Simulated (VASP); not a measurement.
# InSe in VASP: a series of runs, part 2 of 2

VASP 6.6.1. The steps go on from the part before.

## 5. Single point, PBE+D3(BJ)

The COD entry that gives the cell may itself be a prediction, so a difference from it is no test against experiment.

Input file INCAR:

```
  PREC = Accurate
  ENCUT = 520
  EDIFF = 1E-6
  ISMEAR = 0
  SIGMA = 0.02
  LREAL = False
  LASPH = True
  NELM = 80
  ALGO = Normal
  ISIF = 2
  LWAVE = False
  LCHARG = True
  LDIPOL = True
  IDIPOL = 3
  DIPOL = 0.5 0.5 0.500
  GGA = PE
  IVDW = 12
  LELF = True
  LVHAR = True
  LVACPOTAV = True
  NBANDS = 27
```

Input file KPOINTS:

```
Automatic mesh
0
Gamma
  9 9 1
```

Input file POSCAR:

```
InSe
1.0
    3.9600000000      0.0000000000      0.0000000000
   -1.9800000000      3.4294605990      0.0000000000
    0.0000000000      0.0000000000     36.7199571806
Se In
2 2
Direct
    0.0000000000      0.0000000000      0.4218950696
    0.0000000000      0.0000000000      0.5780771689
    0.6666666667      0.3333333333      0.4594644305
    0.6666666667      0.3333333333      0.5405078700
```

Potentials or basis: VASP PAW PBE potentials, release 64 (Se, In_d).

Command:

```bash
cat potpaw_PBE.64/Se/POTCAR potpaw_PBE.64/In_d/POTCAR > POTCAR
mpirun -np 1 vasp_std > vasp.out
```

OUTCAR:

```text
PREC = Accurate
   ENCUT = 520
   EDIFF = 1E-6
   ISMEAR = 0
   LREAL = False
   LASPH = True
   NELM = 80
   ISIF = 2
   GGA = PE
   IVDW = 12
 IVDW          = 12

 ion  position               nearest neighbor table
   1  0.000  0.000  0.422-   3 2.67   3 2.67   3 2.67
   2  0.000  0.000  0.578-   4 2.67   4 2.67   4 2.67
   3  0.667  0.333  0.459-   1 2.67   1 2.67   1 2.67   4 2.98
   4  0.667  0.333  0.541-   2 2.67   2 2.67   2 2.67   3 2.98

  LATTYP: Found a hexagonal cell.
 ALAT       =     3.9600000000
 C/A-ratio  =     9.2727164597

  Lattice vectors:

 A1 = (   3.9600000000,   0.0000000000,   0.0000000000)
 A2 = (  -1.9800000000,   3.4294605990,   0.0000000000)
 A3 = (   0.0000000000,   0.0000000000,  36.7199571806)

Analysis of symmetry for initial positions (statically):
=====================================================================
 Subroutine PRICEL returns:
 Original cell was already a primitive cell.

 Routine SETGRP: Setting up the symmetry group for a
 hexagonal supercell.

 Subroutine GETGRP returns: Found 12 space group operations
 (whereof  6 operations were pure point group operations)
 out of a pool of 24 trial point group operations.

The static configuration has the point symmetry C_3v.
 The point group associated with its full space group is D_3h.

Analysis of symmetry for dynamics (positions and initial velocities):
=====================================================================
 Subroutine PRICEL returns:
 Original cell was already a primitive cell.

 Routine SETGRP: Setting up the symmetry group for a
 hexagonal supercell.

 Subroutine GETGRP returns: Found 12 space group operations
 (whereof  6 operations were pure point group operations)
 out of a pool of 24 trial point group operations.

The dynamic configuration has the point symmetry C_3v.
 The point group associated with its full space group is D_3h.

 Subroutine INISYM returns: Found 12 space group operations
 (whereof  6 operations are pure point group operations),
 and found     1 'primitive' translations

----------------------------------------------------------------------------------------

                                     Primitive cell

  volume of cell :     498.6814

  direct lattice vectors                    reciprocal lattice vectors
     3.960000000  0.000000000  0.000000000     0.252525253  0.145795523  0.000000000
    -1.980000000  3.429460599  0.000000000     0.000000000  0.291591045  0.000000000
     0.000000000  0.000000000 36.719957181     0.000000000  0.000000000  0.027233147

  length of vectors
     3.960000000  3.960000000 36.719957181     0.291591045  0.291591045  0.027233147

  position of ions in fractional coordinates (direct lattice)
     0.000000000  0.000000000  0.421895070
     0.000000000  0.000000000  0.578077169
     0.666666667  0.333333333  0.459464430
     0.666666667  0.333333333  0.540507870

  ion indices of the primitive-cell ions
   primitive index   ion index
                 1           1
                 2           2
                 3           3
                 4           4

----------------------------------------------------------------------------------------

 KPOINTS: Automatic mesh

Automatic generation of k-mesh.
 Grid dimensions read from file:
 generate k-points for:    9    9    1
[... 33 lines left out ...]
   k-points           NKPTS =     12   k-points in BZ     NKDIM =     12   number of bands    NBANDS=     27
   number of dos      NEDOS =    301   number of ions     NIONS =      4
   total plane-waves  NPLWV = 252000
   dimension x,y,z NGX =    30 NGY =   30 NGZ =  280
   dimension x,y,z NGXF=    60 NGYF=   60 NGZF=  560
   ions per type =               2   2
   NGX,Y,Z   is equivalent  to a cutoff of  12.59, 12.59, 12.68 a.u.
   NGXF,Y,Z  is equivalent  to a cutoff of  25.19, 25.19, 25.35 a.u.
 SYSTEM =  unknown system
   PREC   = accura    normal or accurate (medium, high low for compatibility)
   ISTART =      0    job   : 0-new  1-cont  2-samecut
   ICHARG =      2    charge: 1-file 2-atom 10-const
   ISPIN  =      1    spin polarized calculation?
   LNONCOLLINEAR =      F non collinear calculations
   LSORBIT =      F    spin-orbit coupling
   LASPH  =      T    aspherical Exc in radial PAW
   ENCUT  =  520.0 eV  38.22 Ry    6.18 a.u.   7.36  7.36 68.27*2*pi/ulx,y,z
   NELM   =     80;   NELMIN=  2; NELMDL= -5     # of ELM steps
   EDIFF  = 0.1E-05   stopping-criterion for ELM
   LREAL  =      F    real-space projection
   EDIFFG = 0.1E-04   stopping-criterion for IOM
   NSW    =      0    number of steps for IOM
   IBRION =     -1    ionic relax: 0-MD 1-quasi-New 2-CG
   NFREE  =      0    steps in history (QN), initial steepest desc. (CG)
   ISIF   =      2    stress and relaxation
   ISYM   =      2    0-nonsym 1-usesym 2-fastsym
   POTIM  = 0.5000    time-step for ionic-motion
   TEBEG  =    0.0;   TEEND  =   0.0 temperature during run
   PSTRESS=    0.0 pullay stress
   NELECT =      38.0000    total number of electrons
   NUPDOWN=      -1.0000    fix difference up-down
   EMIN   =  10.00;   EMAX   =-10.00  energy-range for DOS
   EFERMI =   0.00;   METHOD = LEGACY
   ISMEAR =     0;   SIGMA  =   0.02  broadening in eV -4-tet -1-fermi 0-gaus
   EFERMI_NEDOS =   21; number of points for ismear=-14 and -15
   IALGO  =     38    algorithm
   IMIX   =      4    mixing-type and parameters
     AMIX     =   0.40;   BMIX     =  1.00
     AMIX_MAG =   1.60;   BMIX_MAG =  1.00
  volume/ion in A,a.u.               =     124.67       841.32
  Fermi-wavevector in a.u.,A,eV,Ry     =   0.694057  1.311577  6.554127  0.481715
  Thomas-Fermi vector in A             =   1.776443
   LORBIT       =      0    0 simple, 1 ext, 2 COOP (PROOUT), +10 PAW based schemes
   GGA     = PE    functional components
   LHFCALC =     F    Hartree Fock is set to
   AEXX    =    0.0000 exact exchange contribution
   IVDW    =    12    specifies the selected vdW correction
   LEPSILON=     F    determine dielectric tensor
   LRPA    =     F    only Hartree local field effects (RPA)
 non-spin polarized calculation
 Gauss-broadening in eV      SIGMA  =   0.02
  energy-cutoff  :      520.00
  volume of cell :      498.68
 maximum number of plane-waves:     13559
 NGX is ok and might be reduce to    30
   NGX = 15   NGY = 15   NGZ =137

 dipolmoment           0.000000      0.000000      0.000000 electrons x Angstroem

 number of electron      37.9999988 magnetization

 dipolmoment           0.000000      0.000000     -0.000014 electrons x Angstroem

 Free energy of the ion-electron system (eV)
  ---------------------------------------------------
  ext. energy  EPLUGINS =         0.00000000
  ---------------------------------------------------
  free energy    TOTEN  =       -14.10106746 eV

  energy without entropy =      -14.10106746  energy(sigma->0) =      -14.10106746

 E-fermi :  -3.8561     XC(G=0):  -2.4089

 val. band max:       -3.9654082034   @ k =   0.1111   0.1111   0.0000
 cond. band min:      -2.1304445614   @ k =   0.0000   0.0000   0.0000
 fundamental gap:      1.8349636419
 Fermi energy:        -3.8560729591

 k-point     1 :       0.0000    0.0000    0.0000
  band No.  band energies     occupation
      1     -17.6394      2.00000
      2     -17.5531      2.00000
      3     -17.5531      2.00000
      4     -17.5149      2.00000
      5     -17.5149      2.00000
      6     -17.4701      2.00000
[... 349 lines left out ...]
     26       4.2019      0.00000
     27       4.3870      0.00000

------------------------ aborting loop because EDIFF is reached ----------------------------------------

 vacuum level on the upper side and lower side of the slab       (xc-potential included)        -0.141        -0.141

 Edisp (eV)   -0.88254

 E8    (eV) :    -0.4245

  FORCE on cell =-STRESS in cart. coord.  units (eV):
  Direction    XX          YY          ZZ          XY          YZ          ZX
  --------------------------------------------------------------------------------------
  -------------------------------------------------------------------------------------
  Total       0.44646     0.44646    -3.03868     0.00000     0.00000     0.00000
  in kB       1.43440     1.43440    -9.76274     0.00000     0.00000     0.00000
  external pressure =       -2.30 kB  Pullay stress =        0.00 kB

 VOLUME and BASIS-vectors are now :
 -----------------------------------------------------------------------------
  energy-cutoff  :      520.00
  volume of cell :      498.68
      direct lattice vectors                 reciprocal lattice vectors
     3.960000000  0.000000000  0.000000000     0.252525253  0.145795523  0.000000000
    -1.980000000  3.429460599  0.000000000     0.000000000  0.291591045  0.000000000
     0.000000000  0.000000000 36.719957181     0.000000000  0.000000000  0.027233147

 POSITION                                       TOTAL-FORCE (eV/Angst)
 -----------------------------------------------------------------------------------
      0.00000      0.00000     15.49197         0.000000     -0.000000      0.327041
      0.00000      0.00000     21.22697         0.000000      0.000000     -0.327041
      1.98000      1.14315     16.87151        -0.000000     -0.000000      0.383324
      1.98000      1.14315     19.84743        -0.000000     -0.000000     -0.383324
 -----------------------------------------------------------------------------------
    total drift:                               -0.000000      0.000000     -0.001732

  FREE ENERGIE OF THE ION-ELECTRON SYSTEM (eV)
  ---------------------------------------------------
  free  energy   TOTEN  =       -14.9836026910 eV

  energy  without entropy=      -14.9836026910  energy(sigma->0) =      -14.98360269

 vacuum level on the upper side and lower side of the slab         2.176         2.176
```

OSZICAR:

```text
N       E                     dE             d eps       ncg     rms          rms(c)
DAV:   1     0.295212353636E+03    0.29521E+03   -0.14416E+04   720   0.106E+03
DAV:   2     0.200163377561E+02   -0.27520E+03   -0.26993E+03   790   0.265E+02
DAV:   3    -0.133996674358E+02   -0.33416E+02   -0.33175E+02   856   0.114E+02
[... 14 lines left out ...]
DAV:  18    -0.141010549305E+02   -0.96250E-05   -0.20177E-07   609   0.199E-03    0.103E-03
DAV:  19    -0.141010633078E+02   -0.83772E-05   -0.23099E-07   553   0.177E-03    0.397E-04
DAV:  20    -0.141010655100E+02   -0.22022E-05   -0.57591E-08   588   0.896E-04    0.409E-04
DAV:  21    -0.141010671020E+02   -0.15920E-05   -0.31816E-08   538   0.829E-04    0.147E-04
DAV:  22    -0.141010674625E+02   -0.36051E-06   -0.37079E-09   513   0.494E-04
   1 F= -.14983603E+02 E0= -.14983603E+02  d E =-.110473E-15
```

Run time: 5 min. Hardware: 1 thread of AMD EPYC 9R45 (Zen 5), shared host; peak memory 0.55 GiB.

What came out:

* Free energy: -14.9836 eV
* Largest force: 0.383 eV/Å
* Band gap on the k mesh: 1.83 eV, indirect (the least direct gap lies 2.2 meV higher)
* Dispersion energy per atom: -0.221 eV
* Ionisation potential of the upper face: 6.14 eV

Forces on the atoms (eV/Å):
```
Se   0.000  0.000  0.327
Se   0.000  0.000 -0.327
In   0.000  0.000  0.383
In   0.000  0.000 -0.383
```

Caveat: spin-orbit coupling is left out, which moves the levels of the heavy elements.

## 6. Single point, PBE+D3(BJ)

Input file INCAR:

```
SYSTEM = InSe
PREC     = Accurate       ! precision mode
ENCUT    = 520            ! plane-wave cutoff, eV
EDIFF    = 1E-6           ! SCF threshold, eV
ISMEAR   = 0              ! smearing method
SIGMA    = 0.02           ! smearing width, eV
LREAL    = .FALSE.        ! projectors in reciprocal space
LASPH    = .TRUE.         ! aspherical terms in the spheres
NELM     = 100            ! most SCF steps
ALGO     = Normal         ! electronic algorithm
ISIF     = 2              ! what is computed and relaxed
LWAVE    = .FALSE.        ! write WAVECAR
LCHARG   = .FALSE.        ! write CHGCAR
LDIPOL   = .TRUE.       
IDIPOL   = 3            
DIPOL    = 0.5 0.5 0.500
GGA      = PE             ! functional
IVDW     = 12             ! dispersion correction
NBANDS   = 27             ! bands
```

Input file KPOINTS:

```
Automatic mesh
0
G
  9 9 1
  0 0 0
```

Input file POSCAR:

```
InSe
1.0
    3.9600000000      0.0000000000      0.0000000000
   -1.9800000000      3.4294605990      0.0000000000
    0.0000000000      0.0000000000     36.7199571806
Se In
2 2
Direct
    0.0000000000      0.0000000000      0.4298335320
    0.0000000000      0.0000000000      0.5701387065
    0.6666666667      0.3333333333      0.4635837234
    0.6666666667      0.3333333333      0.5363885708
```

Potentials or basis: VASP PAW PBE potentials, release 64 (Se, In_d).

Command:

```bash
cat potpaw_PBE.64/Se/POTCAR potpaw_PBE.64/In_d/POTCAR > POTCAR
mpirun -np 1 vasp_std > vasp.out
```

Run time: 4.9 min. Hardware: 1 thread of AMD EPYC 9R45 (Zen 5), shared host; peak memory 0.55 GiB.

The run converged. Its results:

```
Free energy                : -14.9635 eV
Largest force              : 0.707 eV/Å
Band gap on the k mesh     : 1.76 eV, indirect (least direct gap 1.84 eV)
Dispersion energy per atom : -0.236 eV
```

Forces in eV/Å, atoms in the order of the input:
```
Se   0.000  0.000 -0.707
Se   0.000  0.000  0.707
In   0.000  0.000 -0.077
In   0.000  0.000  0.077
```

Levels at points of the mesh, in eV from the valence-band top:
```csv
k point,band 15,band 16,band 17,band 18,band 19,band 20,band 21,band 22,band 23,band 24
"(0.00, 0.00, 0.00)",-0.58,-0.58,-0.49,-0.49,-0.08,1.76,2.91,5.03,5.03,5.49
```

Caveat: spin-orbit coupling is left out, which moves the levels of the heavy elements.

## 7. Single point, PBE+D3(BJ)

Input file INCAR:

```
ALGO = Normal
DIPOL = 0.5 0.5 0.500
EDIFF = 1E-6
ENCUT = 520
GGA = PE
IDIPOL = 3
ISIF = 2
ISMEAR = 0
IVDW = 12
LASPH = T
LCHARG = F
LDIPOL = T
LREAL = F
LWAVE = F
NBANDS = 27
NELM = 80
PREC = Accurate
SIGMA = 0.02
```

Input file KPOINTS:

```
k-points
0
Gamma
  9 9 1
```

Input file POSCAR:

```
InSe
1.0
    3.9600000000      0.0000000000      0.0000000000
   -1.9800000000      3.4294605990      0.0000000000
    0.0000000000      0.0000000000     36.7199571806
Se In
2 2
Direct
    0.0000000000      0.0000000000      0.4266608704
    0.0000000000      0.0000000000      0.5733113682
    0.6666666667      0.3333333333      0.4619374194
    0.6666666667      0.3333333333      0.5380348774
```

Command:

```bash
cat potpaw_PBE.64/Se/POTCAR potpaw_PBE.64/In_d/POTCAR > POTCAR
mpirun -np 1 vasp_std > vasp.out
```

Wall time 5.1 min (1 thread of AMD EPYC 9R45 (Zen 5), shared host); peak memory 0.54 GiB.

The run converged. Its results:

| Quantity | Value |
| --- | --- |
| Free energy | -15.0616 eV |
| Largest force | 0.286 eV/Å |
| Band gap on the k mesh | 1.82 eV, indirect (least direct gap 1.91 eV) |
| Dispersion energy per atom | -0.230 eV |

Forces in eV/Å, atoms in the order of the input:
```
Se   0.000  0.000 -0.275
Se   0.000  0.000  0.275
In   0.000  0.000  0.286
In   0.000  0.000 -0.286
```

Levels at points of the mesh, in eV from the valence-band top:
```csv
k point,band 17,band 18,band 19,band 20,band 21,band 22
"(0.00, 0.00, 0.00)",-0.28,-0.28,-0.09,1.82,3.04,5.30
```

Caveat: spin-orbit coupling is left out, which moves the levels of the heavy elements.
